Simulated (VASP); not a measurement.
A run of VASP 6.6.1:

File INCAR:

```
  ALGO = Normal
  EDIFF = 1E-6
  ENCUT = 520
  GGA = PS
  ISIF = 2
  ISMEAR = 0
  LASPH = True
  LCHARG = False
  LREAL = False
  LWAVE = False
  NBANDS = 56
  NELM = 80
  PREC = Accurate
  SIGMA = 0.15
```

The input KPOINTS:

```
k-points
0
Gamma
  15 15 3
```

Contents of POSCAR:

```
Si2Mo
1.0
   -3.1900701689      0.0000000000      0.0000000000
    0.0000000000     -3.1900701689      0.0000000000
    0.0000000000      0.0000000000     15.6427680287
Si Mo
8 4
Direct
    0.0000000000      0.0000000000      0.1675298324
    0.5000000000      0.5000000000      0.9175298324
    0.0000000000      0.0000000000      0.6675298324
    0.5000000000      0.5000000000      0.4175298324
    0.0000000000      0.0000000000      0.3324701676
    0.5000000000      0.5000000000      0.0824701676
    0.0000000000      0.0000000000      0.8324701676
    0.5000000000      0.5000000000      0.5824701676
    0.5000000000      0.5000000000      0.7500000000
    1.0000000000      1.0000000000      0.5000000000
    0.5000000000      0.5000000000      0.2500000000
    1.0000000000      1.0000000000      0.0000000000
```

Potentials or basis: VASP PAW PBE potentials, release 64 (Si, Mo_sv).

The run is started by

```sh
$ cat potpaw_PBE.64/Si/POTCAR potpaw_PBE.64/Mo_sv/POTCAR > POTCAR
$ mpirun -np 1 vasp_std > vasp.out
```

Hardware: 1 thread of Intel(R) Xeon(R) Platinum 8488C (Sapphire Rapids) (shared host).

Q: Estimate the wall time of this run.

A: Run time: 9.5 min on 1 thread of Intel(R) Xeon(R) Platinum 8488C (Sapphire Rapids), on a shared host, peak memory 0.54 GiB. Counts: scf iterations 14, k points 72.
